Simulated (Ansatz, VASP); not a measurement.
## One calculation of Pt, two programs

Contents of INCAR:

```
PREC = Accurate ; ENCUT = 520
EDIFF = 1E-6 ; ISMEAR = 0
SIGMA = 0.15 ; LREAL = F
LASPH = T ; NELM = 100
ALGO = Normal ; ISIF = 2
LWAVE = F ; LCHARG = F
GGA = PE ; NBANDS = 11
```

File KPOINTS:

```
Automatic mesh
0
Gamma
  20 20 20
```

POSCAR

```
Pt
1.0
    0.0000000000      2.0068475000      2.0068475000
    2.0068475000      0.0000000000      2.0068475000
    2.0068475000      2.0068475000      0.0000000000
Pt
1
Direct
    0.0000000000      0.0000000000      0.0000000000
```

Input for Ansatz:

```yaml
crystal:
  lattice:
    - [0.0, 2.0068475, 2.0068475]
    - [2.0068475, 0.0, 2.0068475]
    - [2.0068475, 2.0068475, 0.0]
  atoms:
    - { symbol: Pt, position: [0.0, 0.0, 0.0] }
basis:
  ecutwfc: 420
kpoints:
  mp_grid: { grid: [20, 20, 20] }
hamiltonian:
  xc: pbe
scf:
  occupations: { method: gaussian, width: 0.15 }
output:
  forces: true
  stress: true
  eigenvalues: true
```

Change from the starting cell: strain +0.025 along x and y, +0.025 along z, atoms carried along.

Alike in both runs: task single point; functional PBE; k mesh 20 × 20 × 20; occupations gaussian, width 0.15 eV; no spin polarisation.

|  | VASP | Ansatz |
| --- | --- | --- |
| version | VASP 6.6.1 | Ansatz 0.2.0 |
| potentials or method | VASP PAW PBE potentials, release 64 (Pt), cutoff 520 eV | scalar-relativistic, plane waves, PAW |
| valence electrons in the cell | 10 | 18 |

|  | VASP | Ansatz | Ansatz less VASP |
| --- | --- | --- | --- |
| gap on the k mesh at the Fermi level (eV) | none | none | - |
| pressure (GPa) | -7.8 | -7.3 | +0.43 |

A gap of «none» marks a metal or a gap that the smearing closes. VASP's potentials hold 10 valence electrons a cell and Ansatz's 18, so a difference there can come from the potentials and not from the codes.

Spin-orbit coupling is off throughout.
